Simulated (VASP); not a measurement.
# BN (R3m) in VASP: a series of runs

BN is run at these levels: PBE+D3(BJ); tasks: single point.

All numbers are computed with VASP 6.6.1; they aren't measurements. Logs are shortened: lines on timing, memory, paths and dates and some standing lists are left out, and cuts for length are marked.

## Step 1: The cell of the first run

It takes space group R3m (No. 160, trigonal). The conventional cell has a = 2.502 Å, b = 2.502 Å, c = 10.524 Å, α = 90.00°, β = 90.00°, γ = 120.00°. Within 1.9 Å of B (site symmetry 3m) lie 3 N at 1.44 Å. N (site symmetry 3m) has 3 B at 1.44 Å within 1.9 Å.

## Step 2: Single point, PBE+D3(BJ) (strain +0.000 along x and y, +0.040 along z)

Input file INCAR:

```
SYSTEM = BN
  PREC = Accurate
  ENCUT = 520
  EDIFF = 1E-6
  ISMEAR = 0
  SIGMA = 0.05
  LREAL = .FALSE.
  LASPH = .TRUE.
  NELM = 100
  ALGO = Normal
  ISIF = 2
  LWAVE = .FALSE.
  LCHARG = .FALSE.
  GGA = PE
  IVDW = 12
  NBANDS = 11
```

Input file KPOINTS:

```
regular mesh
0
G
  12 12 12
  0 0 0
```

Input file POSCAR:

```
BN
1.0
    1.2511217832      0.7223354983      3.5078517794
   -1.2511217832      0.7223354983      3.5078517794
    0.0000000000     -1.4446709967      3.5078517794
B N
1 1
Direct
    0.9996712000      0.9996712000      0.9996712000
    0.3327618000      0.3327618000      0.3327618000
```

Potentials or basis: VASP PAW PBE potentials, release 64 (B, N).

Run with:

```bash
$ cat potpaw_PBE.64/B/POTCAR potpaw_PBE.64/N/POTCAR > POTCAR
$ mpirun -np 1 vasp_std > vasp.out
```

OUTCAR:

```text
SYSTEM = BN
   PREC = Accurate
   ENCUT = 520
   EDIFF = 1E-6
   ISMEAR = 0
   LREAL = .FALSE.
   LASPH = .TRUE.
   NELM = 100
   ISIF = 2
   GGA = PE
   IVDW = 12
 IVDW          = 12

 ion  position               nearest neighbor table
   1  1.000  1.000  1.000-   2 1.44   2 1.44   2 1.44
   2  0.333  0.333  0.333-   1 1.44   1 1.44   1 1.44

  LATTYP: Found a trigonal (rhomboedric) cell.
 ALAT       =     3.7936919214
 COS(alpha) =     0.7824770685

  Lattice vectors:

 A1 = (   1.2511217832,   0.7223354983,   3.5078517794)
 A2 = (  -1.2511217832,   0.7223354983,   3.5078517794)
 A3 = (   0.0000000000,  -1.4446709967,   3.5078517794)

Analysis of symmetry for initial positions (statically):
=====================================================================
 Subroutine PRICEL returns:
 Original cell was already a primitive cell.

 Routine SETGRP: Setting up the symmetry group for a
 trigonal (rhombohedral) supercell.

 Subroutine GETGRP returns: Found  6 space group operations
 (whereof  6 operations were pure point group operations)
 out of a pool of 12 trial point group operations.

The static configuration has the point symmetry C_3v.

Analysis of symmetry for dynamics (positions and initial velocities):
=====================================================================
 Subroutine PRICEL returns:
 Original cell was already a primitive cell.

 Routine SETGRP: Setting up the symmetry group for a
 trigonal (rhombohedral) supercell.

 Subroutine GETGRP returns: Found  6 space group operations
 (whereof  6 operations were pure point group operations)
 out of a pool of 12 trial point group operations.

The dynamic configuration has the point symmetry C_3v.

 Subroutine INISYM returns: Found  6 space group operations
 (whereof  6 operations are pure point group operations),
 and found     1 'primitive' translations

----------------------------------------------------------------------------------------

                                     Primitive cell

  volume of cell :      19.0209

  direct lattice vectors                    reciprocal lattice vectors
     1.251121783  0.722335498  3.507851779     0.399641351  0.230733042  0.095024920
    -1.251121783  0.722335498  3.507851779    -0.399641351  0.230733042  0.095024920
     0.000000000 -1.444670997  3.507851779     0.000000000 -0.461466083  0.095024920

  length of vectors
     3.793691921  3.793691921  3.793691921     0.471148259  0.471148259  0.471148259

  position of ions in fractional coordinates (direct lattice)
     0.999671200  0.999671200  0.999671200
     0.332761800  0.332761800  0.332761800

  ion indices of the primitive-cell ions
   primitive index   ion index
                 1           1
                 2           2

----------------------------------------------------------------------------------------

 KPOINTS: regular mesh

Automatic generation of k-mesh.
 Grid dimensions read from file:
 generate k-points for:   12   12   12

 Generating k-lattice:

  Cartesian coordinates                     Fractional coordinates (reciprocal lattice)
     0.033303446  0.019227753  0.007918743     0.083333333  0.000000000  0.000000000
    -0.033303446  0.019227753  0.007918743     0.000000000  0.083333333  0.000000000
     0.000000000 -0.038455507  0.007918743     0.000000000  0.000000000  0.083333333

  Length of vectors
     0.039262355  0.039262355  0.039262355

  Shift w.r.t. Gamma in fractional coordinates (k-lattice)
     0.000000000  0.000000000  0.000000000

 Subroutine IBZKPT returns following result:
 ===========================================

 Found    189 irreducible k-points:

 Following reciprocal coordinates:
            Coordinates               Weight
  0.000000  0.000000  0.000000      1.000000
  0.083333  0.000000  0.000000      6.000000
  0.166667  0.000000  0.000000      6.000000
  0.250000  0.000000  0.000000      6.000000
  0.333333 -0.000000 -0.000000      6.000000
  0.416667  0.000000  0.000000      6.000000
[... 16 lines left out ...]
  0.500000  0.166667  0.000000     12.000000
 -0.416667  0.166667 -0.000000     12.000000
 [... further k-points ...]
   k-points           NKPTS =    189   k-points in BZ     NKDIM =    189   number of bands    NBANDS=     11
   number of dos      NEDOS =    301   number of ions     NIONS =      2
   total plane-waves  NPLWV =  21952
   dimension x,y,z NGX =    28 NGY =   28 NGZ =   28
   dimension x,y,z NGXF=    56 NGYF=   56 NGZF=   56
   ions per type =               1   1
   NGX,Y,Z   is equivalent  to a cutoff of  12.27, 12.27, 12.27 a.u.
   NGXF,Y,Z  is equivalent  to a cutoff of  24.54, 24.54, 24.54 a.u.
 SYSTEM =  BN
   PREC   = accura    normal or accurate (medium, high low for compatibility)
   ISTART =      0    job   : 0-new  1-cont  2-samecut
   ICHARG =      2    charge: 1-file 2-atom 10-const
   ISPIN  =      1    spin polarized calculation?
   LNONCOLLINEAR =      F non collinear calculations
[... 37 lines left out ...]
  energy-cutoff  :      520.00
  volume of cell :       19.02
 maximum number of plane-waves:       526
   NGX = 13   NGY = 13   NGZ = 13

 number of electron       8.0000001 magnetization

 Free energy of the ion-electron system (eV)
  ---------------------------------------------------
  ext. energy  EPLUGINS =         0.00000000
  ---------------------------------------------------
  free energy    TOTEN  =       -17.58964474 eV

  energy without entropy =      -17.58964474  energy(sigma->0) =      -17.58964474

 E-fermi :   2.1733     XC(G=0):  -9.7170

 val. band max:        1.8403056055   @ k =  -0.3333   0.3333   0.0000
 cond. band min:       6.1925296377   @ k =   0.5000   0.5000   0.0000
 fundamental gap:      4.3522240322
 Fermi energy:         2.1733080687

 k-point     1 :       0.0000    0.0000    0.0000
  band No.  band energies     occupation
      1     -15.9136      2.00000
      2      -2.5457      2.00000
      3       0.5363      2.00000
      4       0.5363      2.00000
      5       6.7963      0.00000
      6      13.4997      0.00000
      7      13.4997      0.00000
      8      14.8917      0.00000
      9      16.3834      0.00000
     10      27.6649      0.00000
     11      28.6180      0.00000

 k-point     2 :       0.0833    0.0000    0.0000
  band No.  band energies     occupation
      1     -15.7768      2.00000
      2      -2.3909      2.00000
      3      -0.0304      2.00000
      4       0.2787      2.00000
      5       7.0728      0.00000
      6      13.4277      0.00000
      7      14.0930      0.00000
      8      14.4288      0.00000
      9      16.8174      0.00000
     10      27.3363      0.00000
     11      28.0460      0.00000

 k-point     3 :       0.1667    0.0000    0.0000
  band No.  band energies     occupation
      1     -15.3739      2.00000
      2      -1.9366      2.00000
      3      -1.4474      2.00000
      4      -0.3487      2.00000
      5       7.8085      0.00000
      6      13.1575      0.00000
      7      13.3025      0.00000
      8      15.7057      0.00000
      9      17.8730      0.00000
     10      24.8119      0.00000
     11      27.4768      0.00000

 k-point     4 :       0.2500    0.0000    0.0000
  band No.  band energies     occupation
      1     -14.7330      2.00000
      2      -3.2507      2.00000
      3      -1.1926      2.00000
      4      -1.0760      2.00000
      5       8.8390      0.00000
      6      11.4940      0.00000
      7      13.1599      0.00000
      8      17.9889      0.00000
      9      19.0102      0.00000
     10      22.6532      0.00000
     11      25.8796      0.00000
[... 239 lines left out ...]
 k-point    22 :       0.4167    0.1667    0.0000
  band No.  band energies     occupation
      1     -13.5702      2.00000
      2      -5.0363      2.00000
      3      -2.9093      2.00000
      4      -0.0932      2.00000
      5       8.7656      0.00000
      6      12.1082      0.00000
      7      14.8249      0.00000
      8      17.2879      0.00000
      9      18.9432      0.00000
     10      22.0828      0.00000
     11      24.6726      0.00000

 k-point    23 :       0.5000    0.1667    0.0000
  band No.  band energies     occupation
      1     -12.8297      2.00000
      2      -6.2445      2.00000
      3      -3.4252      2.00000
      4       0.8829      2.00000
      5       7.5709      0.00000
      6      13.1896      0.00000
      7      15.0367      0.00000
      8      16.9361      0.00000
      9      18.8611      0.00000
     10      21.9364      0.00000
     11      24.7928      0.00000

 k-point    24 :      -0.4167    0.1667   -0.0000
  band No.  band energies     occupation
      1     -12.4984      2.00000
      2      -6.7529      2.00000
      3      -3.5963      2.00000
      4       1.4724      2.00000
      5       6.9646      0.00000
      6      13.3255      0.00000
      7      15.2816      0.00000
      8      16.1083      0.00000
      9      19.1704      0.00000
     10      22.6075      0.00000
     11      24.5733      0.00000

 [... further k-points ...]

------------------------ aborting loop because EDIFF is reached ----------------------------------------

 Edisp (eV)   -0.26435

 E8    (eV) :    -0.0769

  FORCE on cell =-STRESS in cart. coord.  units (eV):
  Direction    XX          YY          ZZ          XY          YZ          ZX
  --------------------------------------------------------------------------------------
  -------------------------------------------------------------------------------------
  Total       0.23110     0.23110    -0.16814     0.00000     0.00000     0.00000
  in kB      19.46642    19.46642   -14.16262     0.00000     0.00000     0.00000
  external pressure =        8.26 kB  Pullay stress =        0.00 kB

 VOLUME and BASIS-vectors are now :
 -----------------------------------------------------------------------------
  energy-cutoff  :      520.00
  volume of cell :       19.02
      direct lattice vectors                 reciprocal lattice vectors
     1.251121783  0.722335498  3.507851779     0.399641351  0.230733042  0.095024920
    -1.251121783  0.722335498  3.507851779    -0.399641351  0.230733042  0.095024920
     0.000000000 -1.444670997  3.507851779     0.000000000 -0.461466083  0.095024920

 POSITION                                       TOTAL-FORCE (eV/Angst)
 -----------------------------------------------------------------------------------
      0.00000     -0.00000     10.52010         0.000000      0.000000     -0.015315
      0.00000     -0.00000      3.50184         0.000000     -0.000000      0.015315
 -----------------------------------------------------------------------------------
    total drift:                               -0.000000     -0.000000      0.000057

  FREE ENERGIE OF THE ION-ELECTRON SYSTEM (eV)
  ---------------------------------------------------
  free  energy   TOTEN  =       -17.8539906822 eV

  energy  without entropy=      -17.8539906822  energy(sigma->0) =      -17.85399068
```

It took 1.7 min on 1 thread of Intel Xeon Platinum 8259CL at 2.50GHz (Skylake/Cascade Lake), shared host; peak memory 0.18 GiB.

Results:

| Quantity | Value |
| --- | --- |
| Free energy | -17.8540 eV |
| Pressure | 0.8 GPa |
| Largest force | 0.015 eV/Å |
| Band gap on the k mesh | 4.35 eV, indirect (least direct gap 4.69 eV) |
| Dispersion energy per atom | -0.132 eV |

Forces on the atoms (eV/Å):
```
B    0.000  0.000 -0.015
N    0.000  0.000  0.015
```

Stress tensor (GPa, compression positive):
```
 1.95  0.00  0.00
 0.00  1.95  0.00
 0.00  0.00 -1.42
```

Levels at points of the mesh, in eV from the valence-band top:
```csv
k point,band 1,band 2,band 3,band 4,band 5,band 6,band 7,band 8
"(0.00, 0.00, 0.00)",-17.75,-4.39,-1.30,-1.30,4.96,11.66,11.66,13.05
"(0.50, 0.00, 0.00)",-14.59,-8.92,-4.09,-0.67,5.21,9.85,12.91,14.65
"(0.50, 0.50, 0.00)",-14.54,-8.83,-4.13,-1.12,4.35,9.92,13.99,16.97
"(0.50, 0.50, 0.50)",-17.56,-5.99,-1.32,-1.32,9.65,11.61,11.61,11.96
```

Caveat: the cell differs from its parent crystal (strain +0.000 along x and y, +0.040 along z). A k mesh can miss the band edges.

## Step 3: Single point, PBE+D3(BJ) (strain +0.040 along x and y, -0.040 along z)

Input file INCAR:

```
SYSTEM = BN
ALGO     = Normal         ! electronic algorithm
EDIFF    = 1E-7           ! SCF threshold, eV
ENCUT    = 520            ! plane-wave cutoff, eV
GGA      = PE             ! functional
ISIF     = 2              ! what is computed and relaxed
ISMEAR   = 0              ! smearing method
IVDW     = 12             ! dispersion correction
LASPH    = .True.         ! aspherical terms in the spheres
LCHARG   = .True.         ! write CHGCAR
LELF     = .True.         ! ELF
LREAL    = .False.        ! projectors in reciprocal space
LVHAR    = .True.       
LWAVE    = .False.        ! write WAVECAR
NBANDS   = 11             ! bands
NELM     = 100            ! most SCF steps
PREC     = Accurate       ! precision mode
SIGMA    = 0.05           ! smearing width, eV
```

Input file KPOINTS:

```
k-points
0
Gamma
  12 12 12
  0 0 0
```

Input file POSCAR:

```
BN
1.0
    1.3011666545      0.7512289182      3.2380170272
   -1.3011666545      0.7512289182      3.2380170272
    0.0000000000     -1.5024578365      3.2380170272
B N
1 1
Direct
    0.9996712000      0.9996712000      0.9996712000
    0.3327618000      0.3327618000      0.3327618000
```

Potentials or basis: VASP PAW PBE potentials, release 64 (B, N).

Run with:

```bash
$ cat potpaw_PBE.64/B/POTCAR potpaw_PBE.64/N/POTCAR > POTCAR
$ mpirun -np 1 vasp_std > vasp.out
```

Run time: 88 s. Hardware: 1 thread of Intel Xeon Platinum 8259CL at 2.50GHz (Skylake/Cascade Lake), shared host; peak memory 0.18 GiB.

It converged, with:

* Free energy: -17.6992 eV
* Pressure: -23.2 GPa
* Largest force: 0.027 eV/Å
* Band gap on the k mesh: 3.93 eV, indirect (least direct gap 4.42 eV)
* Dispersion energy per atom: -0.135 eV

Forces on the atoms (eV/Å):
```
B    0.000  0.000  0.027
N    0.000  0.000 -0.027
```

Stress tensor (GPa, compression positive):
```
-35.09   0.00   0.00
  0.00 -35.09   0.00
  0.00   0.00   0.58
```

Levels at points of the mesh, in eV from the valence-band top:
```csv
k point,band 1,band 2,band 3,band 4,band 5,band 6,band 7,band 8,band 9
"(0.00, 0.00, 0.00)",-17.18,-3.35,-1.43,-1.43,5.27,10.71,10.71,11.83,13.11
"(0.50, 0.00, 0.00)",-14.30,-8.53,-3.90,-0.44,5.05,8.84,12.65,14.97,19.41
"(0.50, 0.50, 0.00)",-14.20,-8.35,-4.00,-1.18,3.93,8.64,13.90,17.32,19.50
"(0.50, 0.50, 0.50)",-16.82,-5.79,-1.46,-1.46,9.93,10.45,10.60,10.60,16.33
```

Caveat: the cell differs from its parent crystal (strain +0.040 along x and y, -0.040 along z).

## Step 4: Single point, PBE+D3(BJ) (strain +0.000 along x and y, +0.080 along z)

Input file INCAR:

```
SYSTEM = BN
PREC = Accurate
ENCUT = 520
EDIFF = 1E-6
ISMEAR = 0
SIGMA = 0.05
LREAL = .False.
LASPH = .True.
NELM = 100
ALGO = Normal
ISIF = 2
LWAVE = .False.
LCHARG = .False.
GGA = PE
IVDW = 12
NBANDS = 11
```

Input file KPOINTS:

```
regular mesh
0
Gamma
  12 12 12
  0 0 0
```

Input file POSCAR:

```
BN
1.0
    1.2511217832      0.7223354983      3.6427691556
   -1.2511217832      0.7223354983      3.6427691556
    0.0000000000     -1.4446709967      3.6427691556
B N
1 1
Direct
    0.9996712000      0.9996712000      0.9996712000
    0.3327618000      0.3327618000      0.3327618000
```

Run with:

```bash
$ cat potpaw_PBE.64/B/POTCAR potpaw_PBE.64/N/POTCAR > POTCAR
$ mpirun -np 1 vasp_std > vasp.out
```

Wall time 1.9 min (1 thread of Intel Xeon Platinum 8259CL at 2.50GHz (Skylake/Cascade Lake), shared host); peak memory 0.2 GiB.

It converged, with:

| Quantity | Value |
| --- | --- |
| Free energy | -17.8474 eV |
| Pressure | 0.7 GPa |
| Largest force | 0.023 eV/Å |
| Band gap on the k mesh | 4.42 eV, indirect (least direct gap 4.69 eV) |
| Dispersion energy per atom | -0.126 eV |

Forces in eV/Å, atoms in the order of the input:
```
B    0.000  0.000 -0.023
N    0.000  0.000  0.023
```

Stress tensor (GPa, compression positive):
```
 1.98  0.00  0.00
 0.00  1.98  0.00
 0.00  0.00 -1.74
```

Levels at points of the mesh, in eV from the valence-band top:
| k point | band 1 | band 2 | band 3 | band 4 | band 5 | band 6 | band 7 | band 8 | band 9 |
| --- | --- | --- | --- | --- | --- | --- | --- | --- | --- |
| (0.00, 0.00, 0.00) | -17.74 | -4.55 | -1.32 | -1.32 | 4.79 | 11.64 | 11.64 | 12.95 | 14.37 |
| (0.50, 0.00, 0.00) | -14.59 | -8.92 | -4.11 | -0.72 | 5.15 | 9.80 | 12.77 | 14.34 | 19.22 |
| (0.50, 0.50, 0.00) | -14.56 | -8.85 | -4.13 | -1.08 | 4.42 | 9.92 | 13.76 | 16.46 | 19.16 |
| (0.50, 0.50, 0.50) | -17.60 | -5.87 | -1.32 | -1.32 | 9.21 | 11.61 | 11.61 | 11.64 | 15.33 |

Caveat: the cell differs from its parent crystal (strain +0.000 along x and y, +0.080 along z). A k mesh can miss the band edges.

## Step 5: Single point, PBE+D3(BJ) (strain +0.080 along x and y, -0.080 along z)

Input file INCAR:

```
SYSTEM = BN
ALGO = Normal
EDIFF = 1E-6
ENCUT = 520
GGA = PE
ISIF = 2
ISMEAR = 0
IVDW = 12
LASPH = .TRUE.
LCHARG = .FALSE.
LREAL = .FALSE.
LWAVE = .FALSE.
NBANDS = 11
NELM = 80
PREC = Accurate
SIGMA = 0.05
```

Input file KPOINTS:

```
k-points
0
G
  12 12 12
  0 0 0
```

Input file POSCAR:

```
BN
1.0
    1.3512115259      0.7801223382      3.1030996510
   -1.3512115259      0.7801223382      3.1030996510
    0.0000000000     -1.5602446764      3.1030996510
B N
1 1
Direct
    0.9996712000      0.9996712000      0.9996712000
    0.3327618000      0.3327618000      0.3327618000
```

Run with:

```bash
$ cat potpaw_PBE.64/B/POTCAR potpaw_PBE.64/N/POTCAR > POTCAR
$ mpirun -np 1 vasp_std > vasp.out
```

Wall time 61 s (1 thread of Intel Xeon Platinum 8259CL at 2.50GHz (Skylake/Cascade Lake), shared host); peak memory 0.18 GiB.

Results (log left out):

* Free energy: -17.2454 eV
* Pressure: -40.5 GPa
* Largest force: 0.084 eV/Å
* Band gap on the k mesh: 3.55 eV, indirect (least direct gap 4.17 eV)
* Dispersion energy per atom: -0.132 eV

Forces on the atoms (eV/Å):
```
B    0.000  0.000  0.084
N    0.000  0.000 -0.084
```

Stress tensor (GPa, compression positive):
```
-61.85   0.00   0.00
  0.00 -61.85   0.00
  0.00   0.00   2.08
```

Levels at points of the mesh, in eV from the valence-band top:
```tsv
k point	band 2	band 3	band 4	band 5	band 6	band 7
(0.00, 0.00, 0.00)	-2.59	-1.57	-1.57	5.07	9.80	9.80
(0.50, 0.00, 0.00)	-8.24	-3.76	-0.31	4.74	7.81	12.18
(0.50, 0.50, 0.00)	-7.98	-3.93	-1.25	3.55	7.42	13.51
(0.50, 0.50, 0.50)	-5.58	-1.62	-1.62	8.62	9.40	9.63
```

Caveat: the cell differs from its parent crystal (strain +0.080 along x and y, -0.080 along z). A k mesh can miss the band edges.

## Step 6: The runs side by side

| cell | gap on the mesh (eV) | pressure (GPa) | largest force (eV/Å) |
| --- | --- | --- | --- |
| a = 3.794 Å, angles 38.5°, 2 atoms | 4.35 | 0.8 | 0.02 |
| a = 3.570 Å, angles 42.8°, 2 atoms | 3.93 | -23.2 | 0.03 |
| a = 3.919 Å, angles 37.2°, 2 atoms | 4.42 | 0.7 | 0.02 |
| a = 3.473 Å, angles 45.8°, 2 atoms | 3.55 | -40.5 | 0.08 |

Alike in all rows: task single point; level PBE+D3(BJ); potentials or basis VASP PAW PBE potentials, release 64 (B, N); no spin polarisation; k mesh 12 × 12 × 12; cutoff (eV) 520; smearing gaussian 0.05 eV.

Absolute energies hang on the potentials; compare differences alone.
